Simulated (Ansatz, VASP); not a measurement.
## F in VASP and in Ansatz

File INCAR:

```
PREC = Accurate
ENCUT = 520
EDIFF = 1E-7
ISMEAR = 0
SIGMA = 0.05
LREAL = F
LASPH = T
NELM = 80
ALGO = Normal
ISIF = 2
LWAVE = F
LCHARG = F
GGA = PS
NBANDS = 22
```

Contents of KPOINTS:

```
regular mesh
0
Gamma
  6 6 4
```

File POSCAR:

```
F
1.0
    3.6463215400     -2.1546580300      0.0000000000
    3.6463215400      2.1546580300      0.0000000000
    0.0000000000      0.0000000000      6.1844542200
F
4
Direct
    0.9125420000      0.0874580000      0.0960130000
    0.5874580000      0.4125420000      0.5960130000
    0.4125420000      0.5874580000      0.4039870000
    0.0874580000      0.9125420000      0.9039870000
```

Input for Ansatz:

```yaml
crystal:
  lattice:
    - [3.64632154, -2.15465803, 0.0]
    - [3.64632154, 2.15465803, 0.0]
    - [0.0, 0.0, 6.18445422]
  atoms:
    - { symbol: F, position: [0.912542, 0.087458, 0.096013] }
    - { symbol: F, position: [0.587458, 0.412542, 0.596013] }
    - { symbol: F, position: [0.412542, 0.587458, 0.403987] }
    - { symbol: F, position: [0.087458, 0.912542, 0.903987] }
basis:
  ecutwfc: 420
kpoints:
  mp_grid: { grid: [6, 6, 4] }
hamiltonian:
  xc: pbesol
scf:
  occupations: { method: gaussian, width: 0.05 }
output:
  forces: true
  stress: true
  eigenvalues: true
```

Change from the starting cell: strain +0.030 along x and y, -0.030 along z, atoms carried along.

Alike in both runs: task single point; functional PBEsol; k mesh 6 × 6 × 4; occupations gaussian, width 0.05 eV; no spin polarisation.

```csv
,VASP,Ansatz
version,VASP 6.6.1,Ansatz 0.2.0
potentials or method,"VASP PAW PBE potentials, release 64 (F), cutoff 520 eV","scalar-relativistic, plane waves, PAW"
valence electrons in the cell,28,28
```

VASP gave:

* gap on the k mesh at the Fermi level (eV): 3.27
* least direct gap on the mesh (eV): 3.28
* pressure (GPa): -0.1
* traceless stress, the component that is largest in VASP (GPa): 0.51
* rms of the force components (eV/Å): 0.123

**Question.** Which values does Ansatz return?

**Answer.** gap on the k mesh at the Fermi level (eV): 3.35; least direct gap on the mesh (eV): 3.35; pressure (GPa): -0.4; traceless stress, the component that is largest in VASP (GPa): -0.26; rms of the force components (eV/Å): 0.120.

VASP's potentials were made for PBE, not for PBEsol. Atom by atom the forces differ by 0.243 eV/Å (rms over components). One of these differences is far larger than is usual between the two programs; its cause wasn't traced.
